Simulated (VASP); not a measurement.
# Ag (Im-3m) in VASP: single point with PBEsol

Aim: the single point of Ag with PBEsol.

Everything below comes from runs of VASP 6.6.1. Logs are shortened: lines on timing, memory, paths and dates and some standing lists are left out, and cuts for length are marked.

### Step 1. The cell of the first run

It takes space group Im-3m (No. 229, cubic). Conventional cell: a = 3.226 Å, b = 3.226 Å, c = 3.226 Å, α = 90.00°, β = 90.00°, γ = 90.00°. Ag (site symmetry m-3m) has 14 Ag at 2.79 to 3.23 Å within 3.7 Å.

This isn't the form of Ag at room conditions, which is fcc.

### Step 2. Single point, PBEsol

INCAR

```
SYSTEM = Ag
PREC     = Accurate       ! precision mode
ENCUT    = 500            ! plane-wave cutoff, eV
EDIFF    = 1E-6           ! SCF threshold, eV
ISMEAR   = 0              ! smearing method
SIGMA    = 0.1            ! smearing width, eV
LREAL    = .False.        ! projectors in reciprocal space
LASPH    = .True.         ! aspherical terms in the spheres
NELM     = 120            ! most SCF steps
ALGO     = Normal         ! electronic algorithm
ISIF     = 2              ! what is computed and relaxed
LWAVE    = .False.        ! write WAVECAR
LCHARG   = .True.         ! write CHGCAR
GGA      = PS             ! functional
LELF     = .True.         ! ELF
LVHAR    = .True.       
NBANDS   = 12             ! bands
GGA_COMPAT= .False.
```

KPOINTS

```
Automatic mesh
0
Gamma
  6 6 6
  0 0 0
```

POSCAR

```
Ag
1.0
   -1.6128665824      1.6128665824      1.6128665824
    1.6128665824     -1.6128665824      1.6128665824
    1.6128665824      1.6128665824     -1.6128665824
Ag
1
Direct
    0.0000000000      0.0000000000      0.0000000000
```

Potentials or basis: VASP PAW PBE potentials, release 64 (Ag).

Launch:

```sh
cat potpaw_PBE.64/Ag/POTCAR > POTCAR
mpirun -np 1 vasp_std > vasp.out
```

OUTCAR:

```text
SYSTEM = Ag
   PREC = Accurate
   ENCUT = 500
   EDIFF = 1E-6
   ISMEAR = 0
   LREAL = .False.
   LASPH = .True.
   NELM = 120
   ISIF = 2
   GGA = PS

 ion  position               nearest neighbor table
   1  0.000  0.000  0.000-

  LATTYP: Found a body centered cubic cell.
 ALAT       =     3.2257331648

  Lattice vectors:

 A1 = (  -1.6128665824,   1.6128665824,   1.6128665824)
 A2 = (   1.6128665824,  -1.6128665824,   1.6128665824)
 A3 = (   1.6128665824,   1.6128665824,  -1.6128665824)

Analysis of symmetry for initial positions (statically):
=====================================================================
 Subroutine PRICEL returns:
 Original cell was already a primitive cell.

 Routine SETGRP: Setting up the symmetry group for a
 body centered cubic supercell.

 Subroutine GETGRP returns: Found 48 space group operations
 (whereof 48 operations were pure point group operations)
 out of a pool of 48 trial point group operations.

The static configuration has the point symmetry O_h .

Analysis of symmetry for dynamics (positions and initial velocities):
=====================================================================
 Subroutine PRICEL returns:
 Original cell was already a primitive cell.

 Routine SETGRP: Setting up the symmetry group for a
 body centered cubic supercell.

 Subroutine GETGRP returns: Found 48 space group operations
 (whereof 48 operations were pure point group operations)
 out of a pool of 48 trial point group operations.

The dynamic configuration has the point symmetry O_h .

 Subroutine INISYM returns: Found 48 space group operations
 (whereof 48 operations are pure point group operations),
 and found     1 'primitive' translations

----------------------------------------------------------------------------------------

                                     Primitive cell

  volume of cell :      16.7824

  direct lattice vectors                    reciprocal lattice vectors
    -1.612866582  1.612866582  1.612866582     0.000000000  0.310007043  0.310007043
     1.612866582 -1.612866582  1.612866582     0.310007043  0.000000000  0.310007043
     1.612866582  1.612866582 -1.612866582     0.310007043  0.310007043  0.000000000

  length of vectors
     2.793566867  2.793566867  2.793566867     0.438416165  0.438416165  0.438416165

  position of ions in fractional coordinates (direct lattice)
     0.000000000  0.000000000  0.000000000

  ion indices of the primitive-cell ions
   primitive index   ion index
                 1           1

----------------------------------------------------------------------------------------

 KPOINTS: Automatic mesh

Automatic generation of k-mesh.
 Grid dimensions read from file:
 generate k-points for:    6    6    6

 Generating k-lattice:

  Cartesian coordinates                     Fractional coordinates (reciprocal lattice)
     0.000000000  0.051667841  0.051667841     0.166666667  0.000000000  0.000000000
     0.051667841  0.000000000  0.051667841     0.000000000  0.166666667  0.000000000
     0.051667841  0.051667841  0.000000000     0.000000000  0.000000000  0.166666667

  Length of vectors
     0.073069361  0.073069361  0.073069361

  Shift w.r.t. Gamma in fractional coordinates (k-lattice)
     0.000000000  0.000000000  0.000000000

 Subroutine IBZKPT returns following result:
 ===========================================

 Found     16 irreducible k-points:

 Following reciprocal coordinates:
            Coordinates               Weight
  0.000000  0.000000  0.000000      1.000000
  0.166667  0.000000  0.000000     12.000000
  0.333333  0.000000  0.000000     12.000000
  0.500000  0.000000  0.000000      6.000000
  0.166667  0.166667  0.000000     24.000000
  0.333333  0.166667  0.000000     48.000000
[... 8 lines left out ...]
  0.500000  0.500000  0.333333     12.000000
  0.500000  0.500000  0.500000      1.000000
   k-points           NKPTS =     16   k-points in BZ     NKDIM =     16   number of bands    NBANDS=     12
   number of dos      NEDOS =    301   number of ions     NIONS =      1
   total plane-waves  NPLWV =   8000
   dimension x,y,z NGX =    20 NGY =   20 NGZ =   20
   dimension x,y,z NGXF=    40 NGYF=   40 NGZF=   40
   ions per type =               1
   NGX,Y,Z   is equivalent  to a cutoff of  11.90, 11.90, 11.90 a.u.
   NGXF,Y,Z  is equivalent  to a cutoff of  23.80, 23.80, 23.80 a.u.
 SYSTEM =  Ag
   PREC   = accura    normal or accurate (medium, high low for compatibility)
   ISTART =      0    job   : 0-new  1-cont  2-samecut
   ICHARG =      2    charge: 1-file 2-atom 10-const
   ISPIN  =      1    spin polarized calculation?
   LNONCOLLINEAR =      F non collinear calculations
   LSORBIT =      F    spin-orbit coupling
   LASPH  =      T    aspherical Exc in radial PAW
   ENCUT  =  500.0 eV  36.75 Ry    6.06 a.u.   5.09  5.09  5.09*2*pi/ulx,y,z
   NELM   =    120;   NELMIN=  2; NELMDL= -5     # of ELM steps
   EDIFF  = 0.1E-05   stopping-criterion for ELM
   LREAL  =      F    real-space projection
   EDIFFG = 0.1E-04   stopping-criterion for IOM
   NSW    =      0    number of steps for IOM
   IBRION =     -1    ionic relax: 0-MD 1-quasi-New 2-CG
   NFREE  =      0    steps in history (QN), initial steepest desc. (CG)
   ISIF   =      2    stress and relaxation
   ISYM   =      2    0-nonsym 1-usesym 2-fastsym
   POTIM  = 0.5000    time-step for ionic-motion
   TEBEG  =    0.0;   TEEND  =   0.0 temperature during run
   PSTRESS=    0.0 pullay stress
   NELECT =      11.0000    total number of electrons
   NUPDOWN=      -1.0000    fix difference up-down
   EMIN   =  10.00;   EMAX   =-10.00  energy-range for DOS
   EFERMI =   0.00;   METHOD = LEGACY
   ISMEAR =     0;   SIGMA  =   0.10  broadening in eV -4-tet -1-fermi 0-gaus
   EFERMI_NEDOS =   21; number of points for ismear=-14 and -15
   IALGO  =     38    algorithm
   IMIX   =      4    mixing-type and parameters
     AMIX     =   0.40;   BMIX     =  1.00
     AMIX_MAG =   1.60;   BMIX_MAG =  1.00
  volume/ion in A,a.u.               =      16.78       113.25
  Fermi-wavevector in a.u.,A,eV,Ry     =   1.422069  2.687320 27.514787  2.022280
  Thomas-Fermi vector in A             =   2.542812
   LORBIT       =      0    0 simple, 1 ext, 2 COOP (PROOUT), +10 PAW based schemes
   GGA     = PS    functional components
   LHFCALC =     F    Hartree Fock is set to
   AEXX    =    0.0000 exact exchange contribution
   IVDW    =     0    specifies the selected vdW correction
   LEPSILON=     F    determine dielectric tensor
   LRPA    =     F    only Hartree local field effects (RPA)
 non-spin polarized calculation
 Gauss-broadening in eV      SIGMA  =   0.10
  energy-cutoff  :      500.00
  volume of cell :       16.78
 maximum number of plane-waves:       436
   NGX = 11   NGY = 11   NGZ = 11

 number of electron      10.9999993 magnetization

 Free energy of the ion-electron system (eV)
  ---------------------------------------------------
  ext. energy  EPLUGINS =         0.00000000
  ---------------------------------------------------
  free energy    TOTEN  =        -3.18321809 eV

  energy without entropy =       -3.17209200  energy(sigma->0) =       -3.17765504

 E-fermi :   8.6299     XC(G=0): -12.5110

 val. band max:        8.3209723326   @ k =   0.1667   0.1667   0.1667
 cond. band min:       8.6644619013   @ k =   0.3333   0.1667   0.0000
 fundamental gap:      0.3434895686
 Fermi energy:         8.6299004130

 k-point     1 :       0.0000    0.0000    0.0000
  band No.  band energies     occupation
      1       0.5113      2.00000
      2       3.4863      2.00000
      3       3.4863      2.00000
      4       3.4863      2.00000
      5       4.8707      2.00000
      6       4.8707      2.00000
      7      26.4569      0.00000
      8      26.4569      0.00000
      9      26.4569      0.00000
     10      32.9993      0.00000
     11      32.9994      0.00000
     12      33.0275      0.00000

 k-point     2 :       0.1667    0.0000    0.0000
  band No.  band energies     occupation
      1       1.3671      2.00000
      2       3.2712      2.00000
      3       3.5461      2.00000
      4       4.0067      2.00000
      5       4.6933      2.00000
      6       4.8899      2.00000
      7      23.7872      0.00000
      8      25.6315      0.00000
      9      27.0862      0.00000
     10      29.2853      0.00000
     11      29.5720      0.00000
     12      30.2539      0.00000

 k-point     3 :       0.3333    0.0000    0.0000
  band No.  band energies     occupation
      1       2.1208      2.00000
      2       2.8660      2.00000
      3       4.7020      2.00000
      4       4.9542      2.00000
      5       5.2050      2.00000
      6       5.2448      2.00000
      7      17.2597      0.00000
      8      22.9615      0.00000
      9      24.9038      0.00000
     10      28.1959      0.00000
     11      29.4725      0.00000
     12      33.2783      0.00000

 k-point     4 :       0.5000    0.0000    0.0000
  band No.  band energies     occupation
      1       1.9368      2.00000
      2       2.6744      2.00000
      3       4.8112      2.00000
      4       5.0000      2.00000
      5       5.9170      2.00000
      6       8.2870      2.00000
      7      12.6869      0.00000
      8      21.8234      0.00000
      9      23.0434      0.00000
     10      28.6636      0.00000
     11      29.9263      0.00000
     12      33.1402      0.00000

 k-point     5 :       0.1667    0.1667    0.0000
  band No.  band energies     occupation
      1       2.4136      2.00000
      2       3.2119      2.00000
      3       3.3576      2.00000
      4       4.5621      2.00000
      5       4.9666      2.00000
      6       5.4992      2.00000
      7      20.8974      0.00000
      8      21.0843      0.00000
      9      24.9761      0.00000
     10      27.8937      0.00000
     11      31.1326      0.00000
     12      32.9554      0.00000
[... 108 lines left out ...]
      1       2.8663      2.00000
      2       2.9657      2.00000
      3       3.5493      2.00000
      4       4.7667      2.00000
      5       5.4322      2.00000
      6      10.5194      0.00000
      7      15.7403      0.00000
      8      16.1280      0.00000
      9      25.2594      0.00000
     10      25.2933      0.00000
     11      29.7736      0.00000
     12      32.6289      0.00000

 k-point    14 :      -0.3333    0.3333    0.3333
  band No.  band energies     occupation
      1       2.6663      2.00000
      2       2.7632      2.00000
      3       4.5998      2.00000
      4       4.5998      2.00000
      5       5.0786      2.00000
      6       9.3528      0.00000
      7      18.5861      0.00000
      8      18.5861      0.00000
      9      21.6692      0.00000
     10      22.4173      0.00000
     11      30.2209      0.00000
     12      35.4726      0.00000

 k-point    15 :       0.5000    0.5000    0.3333
  band No.  band energies     occupation
      1       2.3248      2.00000
      2       2.4597      2.00000
      3       4.7086      2.00000
      4       4.9915      2.00000
      5       5.7252      2.00000
      6      13.4127      0.00000
      7      13.8952      0.00000
      8      17.0192      0.00000
      9      21.9352      0.00000
     10      24.4111      0.00000
     11      25.6411      0.00000
     12      34.9300      0.00000

 k-point    16 :       0.5000    0.5000    0.5000
  band No.  band energies     occupation
      1       1.9917      2.00000
      2       1.9917      2.00000
      3       5.6626      2.00000
      4       5.6626      2.00000
      5       5.6626      2.00000
      6      15.3513      0.00000
      7      15.3513      0.00000
      8      15.3513      0.00000
      9      21.4946      0.00000
     10      22.1395      0.00000
     11      22.1395      0.00000
     12      35.5295      0.00000

------------------------ aborting loop because EDIFF is reached ----------------------------------------

  FORCE on cell =-STRESS in cart. coord.  units (eV):
  Direction    XX          YY          ZZ          XY          YZ          ZX
  --------------------------------------------------------------------------------------
  -------------------------------------------------------------------------------------
  Total       -0.0107454     -0.0107454     -0.0107454     -0.0000000      0.0000000     -0.0000000
  in kB       -1.0258360     -1.0258360     -1.0258360     -0.0000000      0.0000000     -0.0000000
  external PRESSURE =      -1.0258360 kB  Pullay stress =       0.0000000 kB

 VOLUME and BASIS-vectors are now :
 -----------------------------------------------------------------------------
  energy-cutoff  :      500.00
  volume of cell :       16.78
      direct lattice vectors                 reciprocal lattice vectors
    -1.612866582  1.612866582  1.612866582     0.000000000  0.310007043  0.310007043
     1.612866582 -1.612866582  1.612866582     0.310007043  0.000000000  0.310007043
     1.612866582  1.612866582 -1.612866582     0.310007043  0.310007043  0.000000000

 POSITION                                       TOTAL-FORCE (eV/Angst)
 -----------------------------------------------------------------------------------
      0.00000      0.00000      0.00000         0.000000      0.000000      0.000000
 -----------------------------------------------------------------------------------
    total drift:                                0.000000     -0.000000      0.000000

  FREE ENERGIE OF THE ION-ELECTRON SYSTEM (eV)
  ---------------------------------------------------
  free  energy   TOTEN  =        -3.1832180892 eV

  energy  without entropy=       -3.1720919997  energy(sigma->0) =       -3.17765504
```

It took 4.8 s on 1 thread of Intel Xeon 8259CL, shared host; peak memory 0.12 GiB.

What came out:

| Quantity | Value |
| --- | --- |
| Free energy | -3.1832 eV |
| Pressure | -0.1 GPa |
| Band gap on the k mesh | zero (an odd number of electrons rules out a gap without spin polarisation) |

Levels at points of the mesh, in eV from the Fermi level:
| k point | band 3 | band 4 | band 5 | band 6 | band 7 | band 8 |
| --- | --- | --- | --- | --- | --- | --- |
| (0.00, 0.00, 0.00) | -5.14 | -5.14 | -3.76 | -3.76 | 17.83 | 17.83 |
| (0.50, 0.00, 0.00) | -3.82 | -3.63 | -2.71 | -0.34 | 4.06 | 13.19 |
| (0.50, 0.50, 0.50) | -2.97 | -2.97 | -2.97 | 6.72 | 6.72 | 6.72 |

Caveat: the k points lie up to 0.46 Å⁻¹ apart, too coarse for converged energies and pressures of a metal; the PAW data sets were made with another functional, which shifts forces and pressure a little.
